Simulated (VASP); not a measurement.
The system is Ni.

```xyz
1
Lattice="2.2776 0.0000 0.0000 0.0000 2.2776 0.0000 0.0000 0.0000 2.2776" Properties=species:S:1:pos:R:3 pbc="T T T"
Ni    0.0000    0.0000    0.0000
```

This isn't the form of Ni at room conditions, which is fcc.

- Program: VASP 6.6.1
- Task: relaxation of cell and atoms
- Functional: BLYP
- Potentials or basis: VASP PAW PBE potentials, release 64 (Ni)
- Cutoff: 600 eV
- k mesh: 14 × 14 × 14
- Occupations: fermi-dirac, width 0.05 eV
- Spin: collinear spin, ferromagnetic start
- Starting moments: [0.8] μB

At the start: pressure 19.0 GPa; volume 11.81 Å³/atom.

**Question.** How do energy, volume and symmetry change on relaxing?

**Answer.** Over 3 steps the energy falls by 76.8 meV/atom and the volume is 13.28 Å³/atom (+12.4 %); space group Pm-3m (No. 221, to 0.1 Å) before and after; moment 0.48 μB per cell.

The path:
```
step  energy change (eV)  largest force (eV/Å)  pressure (GPa)  volume (Å³)
   1              0.0000                0.0000           18.97        11.81
   2             -0.0489                0.0000           -7.30        14.37
   3             -0.0768                0.0000           -0.01        13.28
```

Final structure:
```xyz
1
Lattice="2.3681 0.0000 0.0000 0.0000 2.3681 0.0000 0.0000 0.0000 2.3681" Properties=species:S:1:pos:R:3 pbc="T T T"
Ni    0.0000    0.0000    0.0000
```

Caveat: the PAW data sets were made with another functional, which shifts forces and pressure a little.
